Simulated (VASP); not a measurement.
# WC (P1) in VASP: notebook, part 2 of 2

VASP 6.6.1.

## 3. Single point, LDA

INCAR

```
SYSTEM = WC
PREC = Accurate
ENCUT = 520
EDIFF = 1E-7
ISMEAR = -1
SIGMA = 0.24
LREAL = Auto
LASPH = .True.
NELM = 60
ALGO = Normal
ISIF = 2
LWAVE = .False.
LCHARG = .False.
GGA = CA
NBANDS = 86
```

KPOINTS

```
regular mesh
0
Gamma
  2 2 2
  0 0 0
```

POSCAR

```
WC
1.0
   -3.0399550000     -5.2653570000      0.0000000000
    4.5599330000     -2.6326780000      0.0000000000
    0.0000000000      0.0000000000      5.9480900000
W C
8 8
Direct
    0.7373189598      0.5375334371     -0.0520166978
    0.7498114986      0.4907074762      0.4756148612
    0.4969032941      0.0245099332      0.0164590650
    0.5165830140      0.0438359766      0.5072216459
    0.2070134956      0.5140013485     -0.0054639388
    0.2634078388      0.5319920219      0.5136270635
    0.0003280561     -0.0073033363      0.0035473572
    0.0190021847     -0.0113015287      0.4873160964
    0.5078616130      0.6411446067      0.2049901733
    0.4878083961      0.5954069002      0.7473659612
    0.2445306862      0.1775601269      0.2726253301
    0.2355257066      0.1320606135      0.7511150638
    0.0009008476      0.6911808871      0.2177841963
   -0.0402029254      0.7006868119      0.7534687606
    0.7434813712      0.1557369180      0.2672454519
    0.7984698125      0.1949617020      0.6978542692
```

Potentials or basis: VASP PAW LDA potentials, release 64 (W_sv, C).

Run with:

```
cat potpaw_LDA.64/W_sv/POTCAR potpaw_LDA.64/C/POTCAR > POTCAR
mpirun -np 1 vasp_std > vasp.out
```

OUTCAR:

```text
SYSTEM = WC
   PREC = Accurate
   ENCUT = 520
   EDIFF = 1E-7
   ISMEAR = -1
   LREAL = Auto
   LASPH = .True.
   NELM = 60
   ISIF = 2
   GGA = CA

 ion  position               nearest neighbor table
   1  0.737  0.538  0.948-  10 1.95  14 1.98   9 2.14  16 2.37  13 2.41  15 2.77   2 2.82   5 2.87
                             7 2.90   3 2.98   3 3.10   2 3.15   5 3.24   7 3.30
   2  0.750  0.491  0.476-  16 2.06  15 2.16   9 2.32  10 2.34  14 2.36  13 2.41   4 2.75   1 2.82
                             6 2.97   8 3.09   8 3.11   6 3.14   1 3.15   4 3.24
   3  0.497  0.025  0.016-  15 2.22  11 2.31   9 2.31  12 2.31  10 2.77   4 2.92   1 2.98   7 3.02
                             4 3.03   7 3.07   1 3.10   5 3.13   5 3.22
   4  0.517  0.044  0.507-  15 2.07  16 2.20  11 2.28  12 2.29   2 2.75  10 2.77   9 2.78   3 2.92
                             6 3.00   3 3.03   8 3.04   8 3.07   6 3.10   2 3.24
   5  0.207  0.514  0.995-  13 2.05  10 2.29  14 2.30   9 2.32  11 2.43  12 2.48   7 2.82   1 2.87
                             6 2.88   7 3.02   6 3.11   3 3.13   3 3.22   1 3.24
   6  0.263  0.532  0.514-  10 1.98  11 2.36   9 2.43  14 2.50  13 2.52  12 2.54   8 2.83   5 2.88
                             2 2.97   4 3.00   4 3.10   5 3.11   2 3.14   8 3.23
   7  0.000  0.993  0.004-  13 2.04  14 2.15  12 2.20  15 2.37  11 2.39  16 2.44   5 2.82   8 2.88
                             1 2.90   5 3.02   3 3.02   3 3.07   8 3.07   1 3.30
   8  0.019  0.989  0.487-  11 2.12  16 2.13  12 2.18  14 2.22  13 2.24  15 2.30   6 2.83   7 2.88
                             4 3.04   4 3.07   7 3.07   2 3.09   2 3.11   6 3.23
   9  0.508  0.641  0.205-   1 2.14   3 2.31   5 2.32   2 2.32   6 2.43   4 2.78
  10  0.488  0.595  0.747-   1 1.95   6 1.98   5 2.29   2 2.34   4 2.77   3 2.77
  11  0.245  0.178  0.273-   8 2.12   4 2.28   3 2.31   6 2.36   7 2.39   5 2.43
  12  0.236  0.132  0.751-   8 2.18   7 2.20   4 2.29   3 2.31   5 2.48   6 2.54
  13  0.001  0.691  0.218-   7 2.04   5 2.05   8 2.24   2 2.41   1 2.41   6 2.52
  14  0.960  0.701  0.753-   1 1.98   7 2.15   8 2.22   5 2.30   2 2.36   6 2.50
  15  0.743  0.156  0.267-   4 2.07   2 2.16   3 2.22   8 2.30   7 2.37   1 2.77
  16  0.798  0.195  0.698-   2 2.06   8 2.13   4 2.20   1 2.37   7 2.44

  LATTYP: Found a simple orthorhombic cell.
 ALAT       =     5.2653568176
 B/A-ratio  =     1.1296651312
 C/A-ratio  =     1.1547005517

  Lattice vectors:

 A1 = (   4.5599330000,  -2.6326780000,   0.0000000000)
 A2 = (   0.0000000000,   0.0000000000,   5.9480900000)
 A3 = (  -3.0399550000,  -5.2653570000,   0.0000000000)

Analysis of symmetry for initial positions (statically):
=====================================================================
 Subroutine PRICEL returns:
 Original cell was already a primitive cell.

 Routine SETGRP: Setting up the symmetry group for a
 simple orthorhombic supercell.

 Subroutine GETGRP returns: Found  1 space group operations
 (whereof  1 operations were pure point group operations)
 out of a pool of  8 trial point group operations.

The static configuration has the point symmetry C_1 .

Analysis of symmetry for dynamics (positions and initial velocities):
=====================================================================
 Subroutine PRICEL returns:
 Original cell was already a primitive cell.

 Routine SETGRP: Setting up the symmetry group for a
 simple orthorhombic supercell.

 Subroutine GETGRP returns: Found  1 space group operations
 (whereof  1 operations were pure point group operations)
 out of a pool of  8 trial point group operations.

The dynamic configuration has the point symmetry C_1 .

 Subroutine INISYM returns: Found  1 space group operations
 (whereof  1 operations are pure point group operations),
[... 92 lines left out ...]
   dimension x,y,z NGX =    48 NGY =   40 NGZ =   48
   dimension x,y,z NGXF=    96 NGYF=   80 NGZF=   96
   ions per type =               8   8
   NGX,Y,Z   is equivalent  to a cutoff of  13.12, 12.63, 13.42 a.u.
   NGXF,Y,Z  is equivalent  to a cutoff of  26.25, 25.26, 26.83 a.u.
 SYSTEM =  WC
   PREC   = accura    normal or accurate (medium, high low for compatibility)
   ISTART =      0    job   : 0-new  1-cont  2-samecut
   ICHARG =      2    charge: 1-file 2-atom 10-const
   ISPIN  =      1    spin polarized calculation?
   LNONCOLLINEAR =      F non collinear calculations
   LSORBIT =      F    spin-orbit coupling
   LASPH  =      T    aspherical Exc in radial PAW
   ENCUT  =  520.0 eV  38.22 Ry    6.18 a.u.  11.30  9.79 11.06*2*pi/ulx,y,z
   NELM   =     60;   NELMIN=  2; NELMDL= -5     # of ELM steps
   EDIFF  = 0.1E-06   stopping-criterion for ELM
   LREAL  =      T    real-space projection
   EDIFFG = 0.1E-05   stopping-criterion for IOM
   NSW    =      0    number of steps for IOM
   IBRION =     -1    ionic relax: 0-MD 1-quasi-New 2-CG
   NFREE  =      0    steps in history (QN), initial steepest desc. (CG)
   ISIF   =      2    stress and relaxation
   ISYM   =      2    0-nonsym 1-usesym 2-fastsym
   POTIM  = 0.5000    time-step for ionic-motion
   TEBEG  =    0.0;   TEEND  =   0.0 temperature during run
   PSTRESS=    0.0 pullay stress
   NELECT =     144.0000    total number of electrons
   NUPDOWN=      -1.0000    fix difference up-down
   EMIN   =  10.00;   EMAX   =-10.00  energy-range for DOS
   EFERMI =   0.00;   METHOD = LEGACY
   ISMEAR =    -1;   SIGMA  =   0.24  broadening in eV -4-tet -1-fermi 0-gaus
   EFERMI_NEDOS =   21; number of points for ismear=-14 and -15
   IALGO  =     38    algorithm
   IMIX   =      4    mixing-type and parameters
     AMIX     =   0.40;   BMIX     =  1.00
     AMIX_MAG =   1.60;   BMIX_MAG =  1.00
  volume/ion in A,a.u.               =      11.90        80.31
  Fermi-wavevector in a.u.,A,eV,Ry     =   1.491517  2.818558 30.267826  2.224622
  Thomas-Fermi vector in A             =   2.604162
   LORBIT       =      0    0 simple, 1 ext, 2 COOP (PROOUT), +10 PAW based schemes
   GGA     = CA    functional components
   LHFCALC =     F    Hartree Fock is set to
   AEXX    =    0.0000 exact exchange contribution
   IVDW    =     0    specifies the selected vdW correction
   LEPSILON=     F    determine dielectric tensor
   LRPA    =     F    only Hartree local field effects (RPA)
 non-spin polarized calculation
  energy-cutoff  :      520.00
  volume of cell :      190.42
 maximum number of plane-waves:      5164
 NGX is ok and might be reduce to    48
   NGX = 23   NGY = 19   NGZ = 23

 number of electron     143.9999999 magnetization

 Free energy of the ion-electron system (eV)
  ---------------------------------------------------
  ext. energy  EPLUGINS =         0.00000000
  ---------------------------------------------------
  free energy    TOTEN  =      -187.10415207 eV

  energy without entropy =     -185.96913528  energy(sigma->0) =     -186.53664368

 E-fermi :   9.4942     XC(G=0): -13.1916

 val. band max:        9.4851055182   @ k =   0.5000  -0.0000   0.5000
 cond. band min:       9.5449303627   @ k =   0.0000   0.5000   0.0000
 fundamental gap:      0.0598248445
 Fermi energy:         9.4941745815

 k-point     1 :       0.0000    0.0000    0.0000
  band No.  band energies     occupation
      1     -64.6224      2.00000
      2     -64.6124      2.00000
      3     -64.5972      2.00000
      4     -64.5338      2.00000
      5     -64.4703      2.00000
      6     -64.4408      2.00000
[... 685 lines left out ...]
     83      12.4349      0.00001
     84      12.4606      0.00001
 [bands above 84 left out]

------------------------ aborting loop because EDIFF is reached ----------------------------------------

  FORCE on cell =-STRESS in cart. coord.  units (eV):
  Direction    XX          YY          ZZ          XY          YZ          ZX
  --------------------------------------------------------------------------------------
  -------------------------------------------------------------------------------------
  Total      -33.9341706    -31.0239021    -38.6036444     -3.2622702      2.0274576     -1.4518495
  in kB     -285.5257637   -261.0384515   -324.8152192    -27.4490924     17.0592464    -12.2160181
  external PRESSURE =    -290.4598115 kB  Pullay stress =       0.0000000 kB

 VOLUME and BASIS-vectors are now :
 -----------------------------------------------------------------------------
  energy-cutoff  :      520.00
  volume of cell :      190.42
      direct lattice vectors                 reciprocal lattice vectors
    -3.039955000 -5.265357000  0.000000000    -0.082238041 -0.142440495  0.000000000
     4.559933000 -2.632678000  0.000000000     0.164476113 -0.094960319  0.000000000
     0.000000000  0.000000000  5.948090000     0.000000000  0.000000000  0.168121195

 POSITION                                       TOTAL-FORCE (eV/Angst)
 -----------------------------------------------------------------------------------
      0.20970     -5.29740      5.63869        -2.485289      1.508556      4.693203
     -0.04180     -5.23990      2.82900         2.030562     -1.325242     -0.355831
     -1.39880     -2.68090      0.09790        -0.906400      1.077396     -0.400950
     -1.37050     -2.83540      3.01700        -1.456288      3.003342     -0.572273
      1.71450     -2.44320      5.91559        -3.288193     -2.340535      0.072461
      1.62510     -2.78750      3.05510        -1.408590      2.264377     -2.636236
[... 8 lines left out ...]
     -1.55000     -4.32470      1.58960        -0.026113     -0.864722     -1.686442
     -1.53830     -4.71750      4.15090         0.321759      2.279543      2.136904
 -----------------------------------------------------------------------------------
    total drift:                               -0.005655      0.017388      0.003996

  FREE ENERGIE OF THE ION-ELECTRON SYSTEM (eV)
  ---------------------------------------------------
  free  energy   TOTEN  =      -187.1041520696 eV

  energy  without entropy=     -185.9691352805  energy(sigma->0) =     -186.53664368
```

It took 5.2 min on 1 thread of Intel Xeon 6975P-C, shared host; peak memory 0.29 GiB.

What came out:

```
Free energy            : -187.1042 eV
Pressure               : -29.0 GPa
Largest force          : 5.521 eV/Å
Band gap on the k mesh : zero (band 72 reaches 9.54 eV, above the bottom of band 73 at 9.49 eV)
```

Forces in eV/Å, atoms in the order of the input:
```
W   -2.485  1.509  4.693
W    2.031 -1.325 -0.356
W   -0.906  1.077 -0.401
W   -1.456  3.003 -0.572
W   -3.288 -2.341  0.072
W   -1.409  2.264 -2.636
W    3.078 -1.262 -1.631
W    2.303  0.390  0.781
C    2.049  0.236  1.193
C    2.205 -0.850 -1.101
C   -0.267 -1.046 -1.573
C    0.739 -2.146  0.766
C   -0.755  1.293  2.218
C   -2.131 -2.217 -1.903
C   -0.026 -0.865 -1.686
C    0.322  2.280  2.137
```

Caveat: the k points lie up to 0.60 Å⁻¹ apart; spin-orbit coupling is left out, which moves the levels of the heavy elements; forces of over 1 eV/Å act on the atoms, so gaps and moduli don't describe the material at rest.

## 4. Single point, LDA

INCAR

```
SYSTEM = WC
PREC     = Accurate       ! precision mode
ENCUT    = 520            ! plane-wave cutoff, eV
EDIFF    = 1E-6           ! SCF threshold, eV
ISMEAR   = -1             ! smearing method
SIGMA    = 0.24           ! smearing width, eV
LREAL    = Auto         
LASPH    = .True.         ! aspherical terms in the spheres
NELM     = 60             ! most SCF steps
ALGO     = Normal         ! electronic algorithm
ISIF     = 2              ! what is computed and relaxed
LWAVE    = .False.        ! write WAVECAR
LCHARG   = .False.        ! write CHGCAR
GGA      = CA             ! functional
NBANDS   = 86             ! bands
```

KPOINTS is that of step 3.

POSCAR

```
WC
1.0
   -3.0399550000     -5.2653570000      0.0000000000
    4.5599330000     -2.6326780000      0.0000000000
    0.0000000000      0.0000000000      5.9480900000
W C
8 8
Direct
    0.7619012592      0.5091841355      0.0038331633
    0.7409889907      0.5222167052      0.4871311631
    0.4929598000      0.0636578671     -0.0080698174
    0.4929862127     -0.0019175935      0.4972520591
    0.2134705423      0.4843362484      0.0177367861
    0.2382877765      0.5532502600      0.4988323983
   -0.0329014985     -0.0024164993      0.0014962786
    0.0327995329      0.0420859482      0.5021275737
    0.4953755482      0.6725360602      0.2397912607
    0.4622131459      0.6012823355      0.7634887838
    0.2344700001      0.2143185545      0.2637989674
    0.2480138361      0.1742023186      0.7918172052
   -0.0104804435      0.6984839302      0.1981812649
   -0.0183095350      0.6490752907      0.7889927691
    0.7492395290      0.2316600819      0.2443641572
    0.7602539130      0.1840679861      0.6984426934
```

Run with:

```
cat potpaw_LDA.64/W_sv/POTCAR potpaw_LDA.64/C/POTCAR > POTCAR
mpirun -np 1 vasp_std > vasp.out
```

It took 5.7 min on 1 thread of Intel Xeon 6975P-C, shared host; peak memory 0.29 GiB.

It converged, with:

```
Free energy            : -186.9018 eV
Pressure               : -28.4 GPa
Largest force          : 5.812 eV/Å
Band gap on the k mesh : zero (band 72 reaches 9.66 eV, above the bottom of band 73 at 9.37 eV)
```

Forces in eV/Å, atoms in the order of the input:
```
W    2.837  4.815 -1.596
W   -0.552  0.540  1.544
W   -3.763  0.389  1.962
W    1.551 -1.774 -0.618
W    1.018 -4.654 -2.320
W   -1.434  1.157  0.620
W    1.867 -3.461 -1.328
W    0.581  2.625 -0.049
C    1.411 -0.550  1.116
C    0.996 -2.674 -1.281
C   -1.883  0.123  0.392
C   -0.274  2.117 -2.362
C   -0.364  0.076  4.898
C    0.642 -1.737 -3.329
C   -2.403  1.775  0.552
C   -0.231  1.233  1.800
```

Stress tensor (GPa, compression positive):
```
-23.53  -3.07  -3.67
 -3.07 -26.56   1.72
 -3.67   1.72 -35.03
```

Levels at points of the mesh, in eV from the Fermi level:
| k point | band 69 | band 70 | band 71 | band 72 | band 73 | band 74 | band 75 | band 76 |
| --- | --- | --- | --- | --- | --- | --- | --- | --- |
| (0.00, 0.00, 0.00) | -0.66 | -0.55 | -0.17 | 0.23 | 0.43 | 0.50 | 0.63 | 1.17 |
| (0.50, 0.00, 0.00) | -1.04 | -0.82 | -0.47 | -0.24 | 0.03 | 0.25 | 0.75 | 1.08 |
| (0.00, 0.50, 0.00) | -1.14 | -0.91 | -0.44 | -0.03 | 0.73 | 0.87 | 1.14 | 1.36 |
| (0.50, 0.50, 0.00) | -1.56 | -1.28 | -0.72 | -0.69 | 0.67 | 0.99 | 1.18 | 1.28 |
| (0.00, 0.00, 0.50) | -0.83 | -0.79 | -0.46 | -0.07 | 0.28 | 0.54 | 0.72 | 1.29 |
| (0.50, 0.00, 0.50) | -1.02 | -0.82 | -0.50 | -0.47 | -0.06 | 0.07 | 0.45 | 0.84 |
| (0.00, 0.50, 0.50) | -1.16 | -0.95 | -0.79 | -0.59 | 0.29 | 0.57 | 0.82 | 1.01 |
| (0.50, 0.50, 0.50) | -1.30 | -1.07 | -0.83 | -0.71 | 0.17 | 0.66 | 0.77 | 1.41 |

Caveat: the k points lie up to 0.60 Å⁻¹ apart; spin-orbit coupling is left out, which moves the levels of the heavy elements; forces of over 1 eV/Å act on the atoms, so gaps and moduli don't describe the material at rest.
